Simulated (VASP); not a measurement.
# V (Im-3m) in VASP: notebook

The runs below take V through single point, relaxation of cell and atoms, with PBE.

All numbers are computed with VASP 6.6.1; they aren't measurements. Logs are shortened: lines on timing, memory, paths and dates and some standing lists are left out, and cuts for length are marked.

## 1. The cell of the first run

Symmetry: Im-3m, No. 229, cubic system. Conventional cell: a = 2.997 Å, b = 2.997 Å, c = 2.997 Å, α = 90.00°, β = 90.00°, γ = 90.00°. Within 3.4 Å of V (site symmetry m-3m) lie 14 V at 2.60 to 3.00 Å.

## 2. Single point, PBE

INCAR reads:

```
ALGO = Normal
EDIFF = 1E-6
ENCUT = 500
GGA = PE
GGA_COMPAT = F
ISIF = 2
ISMEAR = 0
LASPH = T
LCHARG = T
LELF = T
LREAL = F
LVHAR = T
LWAVE = F
NBANDS = 12
NELM = 120
PREC = Accurate
SIGMA = 0.1
```

KPOINTS reads:

```
k-points
0
Gamma
  20 20 20
```

POSCAR reads:

```
V
1.0
   -1.4983009372      1.4983009372      1.4983009372
    1.4983009372     -1.4983009372      1.4983009372
    1.4983009372      1.4983009372     -1.4983009372
V
1
Direct
    0.0000000000      0.0000000000      0.0000000000
```

Potentials or basis: VASP PAW PBE potentials, release 64 (V_sv).

The run is started by

```sh
$ cat potpaw_PBE.64/V_sv/POTCAR > POTCAR
$ mpirun -np 1 vasp_std > vasp.out
```

OUTCAR:

```text
EDIFF = 1E-6
   ENCUT = 500
   GGA = PE
   ISIF = 2
   ISMEAR = 0
   LASPH = T
   LREAL = F
   NELM = 120
   PREC = Accurate

 ion  position               nearest neighbor table
   1  0.000  0.000  0.000-

  LATTYP: Found a body centered cubic cell.
 ALAT       =     2.9966018744

  Lattice vectors:

 A1 = (  -1.4983009372,   1.4983009372,   1.4983009372)
 A2 = (   1.4983009372,  -1.4983009372,   1.4983009372)
 A3 = (   1.4983009372,   1.4983009372,  -1.4983009372)

Analysis of symmetry for initial positions (statically):
=====================================================================
 Subroutine PRICEL returns:
 Original cell was already a primitive cell.

 Routine SETGRP: Setting up the symmetry group for a
 body centered cubic supercell.

 Subroutine GETGRP returns: Found 48 space group operations
 (whereof 48 operations were pure point group operations)
 out of a pool of 48 trial point group operations.

The static configuration has the point symmetry O_h .

Analysis of symmetry for dynamics (positions and initial velocities):
=====================================================================
 Subroutine PRICEL returns:
 Original cell was already a primitive cell.

 Routine SETGRP: Setting up the symmetry group for a
 body centered cubic supercell.

 Subroutine GETGRP returns: Found 48 space group operations
 (whereof 48 operations were pure point group operations)
 out of a pool of 48 trial point group operations.

The dynamic configuration has the point symmetry O_h .

 Subroutine INISYM returns: Found 48 space group operations
 (whereof 48 operations are pure point group operations),
 and found     1 'primitive' translations

----------------------------------------------------------------------------------------

                                     Primitive cell

  volume of cell :      13.4542

  direct lattice vectors                    reciprocal lattice vectors
    -1.498300937  1.498300937  1.498300937     0.000000000  0.333711331  0.333711331
     1.498300937 -1.498300937  1.498300937     0.333711331  0.000000000  0.333711331
     1.498300937  1.498300937 -1.498300937     0.333711331  0.333711331  0.000000000

  length of vectors
     2.595133348  2.595133348  2.595133348     0.471939090  0.471939090  0.471939090

  position of ions in fractional coordinates (direct lattice)
     0.000000000  0.000000000  0.000000000

  ion indices of the primitive-cell ions
   primitive index   ion index
                 1           1

----------------------------------------------------------------------------------------

 KPOINTS: k-points

Automatic generation of k-mesh.
 Grid dimensions read from file:
 generate k-points for:   20   20   20

 Generating k-lattice:

  Cartesian coordinates                     Fractional coordinates (reciprocal lattice)
     0.000000000  0.016685567  0.016685567     0.050000000  0.000000000  0.000000000
     0.016685567  0.000000000  0.016685567     0.000000000  0.050000000  0.000000000
     0.016685567  0.016685567  0.000000000     0.000000000  0.000000000  0.050000000

  Length of vectors
     0.023596955  0.023596955  0.023596955

  Shift w.r.t. Gamma in fractional coordinates (k-lattice)
     0.000000000  0.000000000  0.000000000

 Subroutine IBZKPT returns following result:
 ===========================================

 Found    256 irreducible k-points:

 Following reciprocal coordinates:
            Coordinates               Weight
  0.000000  0.000000  0.000000      1.000000
  0.050000  0.000000  0.000000     12.000000
  0.100000  0.000000  0.000000     12.000000
  0.150000  0.000000  0.000000     12.000000
  0.200000  0.000000  0.000000     12.000000
  0.250000  0.000000  0.000000     12.000000
[... 16 lines left out ...]
  0.200000  0.100000 -0.000000     48.000000
  0.250000  0.100000 -0.000000     48.000000
 [... further k-points ...]
   k-points           NKPTS =    256   k-points in BZ     NKDIM =    256   number of bands    NBANDS=     12
   number of dos      NEDOS =    301   number of ions     NIONS =      1
   total plane-waves  NPLWV =   8000
   dimension x,y,z NGX =    20 NGY =   20 NGZ =   20
   dimension x,y,z NGXF=    40 NGYF=   40 NGZF=   40
   ions per type =               1
   NGX,Y,Z   is equivalent  to a cutoff of  12.81, 12.81, 12.81 a.u.
   NGXF,Y,Z  is equivalent  to a cutoff of  25.62, 25.62, 25.62 a.u.
 SYSTEM =  unknown system
   PREC   = accura    normal or accurate (medium, high low for compatibility)
   ISTART =      0    job   : 0-new  1-cont  2-samecut
   ICHARG =      2    charge: 1-file 2-atom 10-const
   ISPIN  =      1    spin polarized calculation?
   LNONCOLLINEAR =      F non collinear calculations
   LSORBIT =      F    spin-orbit coupling
   LASPH  =      T    aspherical Exc in radial PAW
   ENCUT  =  500.0 eV  36.75 Ry    6.06 a.u.   4.73  4.73  4.73*2*pi/ulx,y,z
   NELM   =    120;   NELMIN=  2; NELMDL= -5     # of ELM steps
   EDIFF  = 0.1E-05   stopping-criterion for ELM
   LREAL  =      F    real-space projection
   EDIFFG = 0.1E-04   stopping-criterion for IOM
   NSW    =      0    number of steps for IOM
   IBRION =     -1    ionic relax: 0-MD 1-quasi-New 2-CG
   NFREE  =      0    steps in history (QN), initial steepest desc. (CG)
   ISIF   =      2    stress and relaxation
   ISYM   =      2    0-nonsym 1-usesym 2-fastsym
   POTIM  = 0.5000    time-step for ionic-motion
   TEBEG  =    0.0;   TEEND  =   0.0 temperature during run
   PSTRESS=    0.0 pullay stress
   NELECT =      13.0000    total number of electrons
   NUPDOWN=      -1.0000    fix difference up-down
   EMIN   =  10.00;   EMAX   =-10.00  energy-range for DOS
   EFERMI =   0.00;   METHOD = LEGACY
   ISMEAR =     0;   SIGMA  =   0.10  broadening in eV -4-tet -1-fermi 0-gaus
   EFERMI_NEDOS =   21; number of points for ismear=-14 and -15
   IALGO  =     38    algorithm
   IMIX   =      4    mixing-type and parameters
     AMIX     =   0.40;   BMIX     =  1.00
     AMIX_MAG =   1.60;   BMIX_MAG =  1.00
  volume/ion in A,a.u.               =      13.45        90.79
  Fermi-wavevector in a.u.,A,eV,Ry     =   1.618466  3.058457 35.639536  2.619432
  Thomas-Fermi vector in A             =   2.712724
   LORBIT       =      0    0 simple, 1 ext, 2 COOP (PROOUT), +10 PAW based schemes
   GGA     = PE    functional components
   LHFCALC =     F    Hartree Fock is set to
   AEXX    =    0.0000 exact exchange contribution
   IVDW    =     0    specifies the selected vdW correction
   LEPSILON=     F    determine dielectric tensor
   LRPA    =     F    only Hartree local field effects (RPA)
 non-spin polarized calculation
 Gauss-broadening in eV      SIGMA  =   0.10
  energy-cutoff  :      500.00
  volume of cell :       13.45
 maximum number of plane-waves:       370
   NGX =  9   NGY =  9   NGZ =  9

 number of electron      12.9999990 magnetization

 Free energy of the ion-electron system (eV)
  ---------------------------------------------------
  ext. energy  EPLUGINS =         0.00000000
  ---------------------------------------------------
  free energy    TOTEN  =        -8.99662529 eV

  energy without entropy =       -8.98785744  energy(sigma->0) =       -8.99224136

 E-fermi :   9.7176     XC(G=0): -12.9113

 val. band max:        9.7160947406   @ k =  -0.3000   0.3000   0.1500
 cond. band min:       9.7199539705   @ k =   0.1000   0.0500   0.0500
 fundamental gap:      0.0038592299
 Fermi energy:         9.7176335094

 k-point     1 :       0.0000    0.0000    0.0000
  band No.  band energies     occupation
      1     -54.0004      2.00000
      2     -27.2992      2.00000
      3     -27.2992      2.00000
      4     -27.2992      2.00000
      5       3.1324      2.00000
      6      10.1312      0.00000
      7      10.1312      0.00000
      8      10.1312      0.00000
      9      12.1433      0.00000
     10      12.1433      0.00000
     11      30.2179      0.00000
     12      30.2179      0.00000

 k-point     2 :       0.0500    0.0000    0.0000
  band No.  band energies     occupation
      1     -53.9956      2.00000
      2     -27.3225      2.00000
      3     -27.3064      2.00000
      4     -27.2995      2.00000
      5       3.2339      2.00000
      6      10.0877      0.00000
      7      10.1225      0.00000
      8      10.2034      0.00000
      9      12.0921      0.00000
     10      12.1460      0.00000
     11      30.0384      0.00000
     12      30.2082      0.00000

 k-point     3 :       0.1000    0.0000    0.0000
  band No.  band energies     occupation
      1     -53.9818      2.00000
      2     -27.3892      2.00000
      3     -27.3268      2.00000
      4     -27.3000      2.00000
      5       3.5317      2.00000
      6       9.9636      0.00050
      7      10.0851      0.00000
      8      10.4164      0.00000
      9      11.9673      0.00000
     10      12.1554      0.00000
     11      29.4971      0.00000
     12      30.1048      0.00000
[... 286 lines left out ...]
 k-point    23 :       0.2000    0.1000   -0.0000
  band No.  band energies     occupation
      1     -53.8925      2.00000
      2     -27.7863      2.00000
      3     -27.4447      2.00000
      4     -27.3317      2.00000
      5       5.5298      2.00000
      6       9.2955      2.00000
      7       9.4873      1.99888
      8      11.6707      0.00000
      9      12.0472      0.00000
     10      12.3884      0.00000
     11      25.9163      0.00000
     12      27.5876      0.00000

 k-point    24 :       0.2500    0.1000   -0.0000
  band No.  band energies     occupation
      1     -53.8632      2.00000
      2     -27.9076      2.00000
      3     -27.4948      2.00000
      4     -27.3340      2.00000
      5       6.1431      2.00000
      6       9.0675      2.00000
      7       9.4436      1.99989
      8      11.7670      0.00000
      9      12.4299      0.00000
     10      12.6911      0.00000
     11      24.3392      0.00000
     12      26.8249      0.00000

 [... further k-points ...]

------------------------ aborting loop because EDIFF is reached ----------------------------------------

  FORCE on cell =-STRESS in cart. coord.  units (eV):
  Direction    XX          YY          ZZ          XY          YZ          ZX
  --------------------------------------------------------------------------------------
  -------------------------------------------------------------------------------------
  Total        0.0160255      0.0160255      0.0160255      0.0000000      0.0000000     -0.0000000
  in kB        1.9083796      1.9083796      1.9083796      0.0000000      0.0000000     -0.0000000
  external PRESSURE =       1.9083796 kB  Pullay stress =       0.0000000 kB

 VOLUME and BASIS-vectors are now :
 -----------------------------------------------------------------------------
  energy-cutoff  :      500.00
  volume of cell :       13.45
      direct lattice vectors                 reciprocal lattice vectors
    -1.498300937  1.498300937  1.498300937     0.000000000  0.333711331  0.333711331
     1.498300937 -1.498300937  1.498300937     0.333711331  0.000000000  0.333711331
     1.498300937  1.498300937 -1.498300937     0.333711331  0.333711331  0.000000000

 POSITION                                       TOTAL-FORCE (eV/Angst)
 -----------------------------------------------------------------------------------
      0.00000      0.00000      0.00000         0.000000      0.000000      0.000000
 -----------------------------------------------------------------------------------
    total drift:                                0.000000     -0.000000      0.000000

  FREE ENERGIE OF THE ION-ELECTRON SYSTEM (eV)
  ---------------------------------------------------
  free  energy   TOTEN  =        -8.9966252871 eV

  energy  without entropy=       -8.9878574411  energy(sigma->0) =       -8.99224136
```

Wall time 23 s (1 thread of Intel Xeon Platinum 8375C at 2.90GHz (Ice Lake), shared host); peak memory 0.15 GiB.

What came out:

```yaml
Free_energy: -8.9966 eV
Pressure: 0.2 GPa
```

Levels at points of the mesh, in eV from the Fermi level:
```csv
k point,band 3,band 4,band 5,band 6,band 7,band 8,band 9,band 10,band 11,band 12
"(0.00, 0.00, 0.00)",-37.02,-37.02,-6.59,0.41,0.41,0.41,2.43,2.43,20.50,20.50
"(0.50, 0.00, 0.00)",-37.30,-37.02,-3.17,-1.13,1.65,2.43,2.79,4.12,10.19,15.90
"(0.50, 0.50, 0.50)",-37.63,-37.63,-2.99,-2.99,3.73,3.73,3.73,10.22,10.22,10.22
```

## 3. Relaxation of cell and atoms, PBE

This run uses another cell than the first one, of 12.84 Å³/atom, 0.954 times its volume.

INCAR reads:

```
SYSTEM = V
PREC = Accurate
ENCUT = 500
EDIFF = 1E-7
ISMEAR = 0
SIGMA = 0.1
LREAL = .FALSE.
LASPH = .TRUE.
NELM = 120
ALGO = Normal
ISIF = 3
LWAVE = .FALSE.
LCHARG = .FALSE.
GGA = PE
IBRION = 2
NSW = 100
EDIFFG = -0.002
GGA_COMPAT = .FALSE.
NELMIN = 4
```

KPOINTS reads:

```
Automatic mesh
0
G
  20 20 20
  0 0 0
```

POSCAR reads:

```
V
1.0
   -1.4750000000      1.4750000000      1.4750000000
    1.4750000000     -1.4750000000      1.4750000000
    1.4750000000      1.4750000000     -1.4750000000
V
1
Direct
    0.0000000000      0.0000000000      0.0000000000
```

Potentials or basis: VASP PAW PBE potentials, release 64 (V_sv).

The run is started by

```sh
$ cat potpaw_PBE.64/V_sv/POTCAR > POTCAR
$ mpirun -np 1 vasp_std > vasp.out
```

Run time: 2.1 min. Hardware: 1 thread of Intel Xeon Platinum 8375C at 2.90GHz (Ice Lake), shared host; peak memory 0.16 GiB.

The run converged. Its results:

```
Free energy                            : -8.9956 eV
Relaxed volume                         : 13.46 Å³/atom
Relaxed cell                           : a = 2.595 Å, b = 2.595 Å, c = 2.595 Å, α = 109.47°, β = 109.47°, γ = 109.47°
Space group after relaxing (to 0.05 Å) : Im-3m (No. 229)
Energy gained by relaxing              : 18.0 meV/atom
Ionic steps                            : 17
Pressure after relaxing                : 0.0 GPa
```

Step by step:
```tsv
step	energy change (eV)	largest force (eV/Å)	pressure (GPa)	volume (Å³)
1	0.0000	0.0000	9.65	12.84
2	0.0118	0.0000	-10.44	14.33
3	-0.0180	0.0000	-0.12	13.46
4	-0.0180	0.0000	0.06	13.45
5	-0.0180	0.0000	0.06	13.45
6	-0.0180	0.0000	0.05	13.45
7	-0.0180	0.0000	0.05	13.45
8	-0.0180	0.0000	0.05	13.45
9	-0.0180	0.0000	0.05	13.45
10	-0.0180	0.0000	0.05	13.45
11	-0.0180	0.0000	0.05	13.45
12	-0.0180	0.0000	0.05	13.45
13	-0.0180	0.0000	0.05	13.45
14	-0.0180	0.0000	0.05	13.45
15	-0.0180	0.0000	0.05	13.45
16	-0.0180	0.0000	0.04	13.45
17	-0.0180	0.0000	0.02	13.46
```

Final structure:
```
V
1.0
    -1.49834    1.49834    1.49834
     1.49834   -1.49834    1.49834
     1.49834    1.49834   -1.49834
V
1
Cartesian
  0.0000 0.0000 0.0000
```

Levels at points of the mesh, in eV from the Fermi level:
```
           k point  band 4  band 5  band 6  band 7  band 8  band 9  band 10
(0.00, 0.00, 0.00)  -37.02   -6.59    0.41    0.41    0.41    2.43     2.43
(0.50, 0.00, 0.00)  -37.02   -3.17   -1.13    1.65    2.43    2.79     4.12
(0.50, 0.50, 0.50)  -37.63   -2.99   -2.99    3.73    3.73    3.73    10.22
```
